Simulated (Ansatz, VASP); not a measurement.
**Two plane-wave programs on BP**

```
B P
1.0
     0.00000    2.22362    2.26900
     2.26900    0.00000    2.26900
     2.26900    2.22362    0.00000
B P
1 1
Cartesian
  0.0000 0.0000 0.0000
  3.4035 3.3354 3.4035
```

Change from the starting cell: strain -0.0200 x Voigt [0, 1, 0, 0, 0, 0], atoms carried along.

Alike in both runs: task single point; functional PBEsol; k mesh 10 × 10 × 10; occupations gaussian, width 0.05 eV; no spin polarisation.

|  | VASP | Ansatz |
| --- | --- | --- |
| version | VASP 6.6.1 | Ansatz 0.2.0 |
| potentials or method | VASP PAW PBE potentials, release 64 (B, P), cutoff 520 eV | scalar-relativistic, plane waves, PAW |
| valence electrons in the cell | 8 | 8 |

Ansatz gave:

```
gap on the k mesh at the Fermi level (eV)                     : 0.80
least direct gap on the mesh (eV)                             : 3.19
pressure (GPa)                                                : 1.4
traceless stress, the component that is largest in VASP (GPa) : 3.49
```

Which values does VASP return?

gap on the k mesh at the Fermi level (eV): 0.80; least direct gap on the mesh (eV): 3.18; pressure (GPa): 1.5; traceless stress, the component that is largest in VASP (GPa): 3.49.

VASP's potentials were made for PBE, not for PBEsol. The functional is the same, so the differences come from potentials, cutoffs and numerics.
